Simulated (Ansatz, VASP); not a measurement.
# LiCl in VASP and in Ansatz

Contents of INCAR:

```
PREC = Accurate
ENCUT = 520
EDIFF = 1E-6
ISMEAR = 0
SIGMA = 0.05
LREAL = F
LASPH = T
NELM = 60
ALGO = Normal
ISIF = 2
LWAVE = F
LCHARG = F
NBANDS = 12
```

KPOINTS

```
Automatic mesh
0
Gamma
  8 8 8
```

POSCAR

```
LiCl
1.0
    0.0000000000      2.5647600000      2.5006410000
    2.5647600000      0.0000000000      2.5006410000
    2.5647600000      2.5647600000      0.0000000000
Li Cl
1 1
Direct
    0.0000000000      0.0000000000      0.0000000000
    0.5000000000      0.5000000000      0.5000000000
```

Input for Ansatz:

```yaml
crystal:
  lattice:
    - [0.0, 2.56476, 2.500641]
    - [2.56476, 0.0, 2.500641]
    - [2.56476, 2.56476, 0.0]
  atoms:
    - { symbol: Li, position: [0.0, 0.0, 0.0] }
    - { symbol: Cl, position: [0.5, 0.5, 0.5] }
basis:
  ecutwfc: 420
kpoints:
  mp_grid: { grid: [8, 8, 8] }
hamiltonian:
  xc: lda
scf:
  occupations: { method: gaussian, width: 0.05 }
output:
  forces: true
  stress: true
  eigenvalues: true
```

Change from the starting cell: strain +0.000 along x and y, -0.025 along z, atoms carried along.

Alike in both runs: task single point; functional LDA; k mesh 8 × 8 × 8; occupations gaussian, width 0.05 eV; no spin polarisation.

```csv
,VASP,Ansatz
version,VASP 6.6.1,Ansatz 0.2.0
potentials or method,"VASP PAW LDA potentials, release 64 (Li_sv, Cl), cutoff 520 eV","scalar-relativistic, plane waves, PAW"
valence electrons in the cell,10,10
```

```tsv
	VASP	Ansatz	Ansatz less VASP
gap on the k mesh at the Fermi level (eV)	6.13	6.11	-0.019
least direct gap on the mesh (eV)	6.13	6.11	-0.019
```

LDA's correlation is that of Perdew and Zunger in VASP and of Perdew and Wang (1992) in Ansatz.

Noted on VASP's run: the cutoff is short for stress, so the pressure is rough.
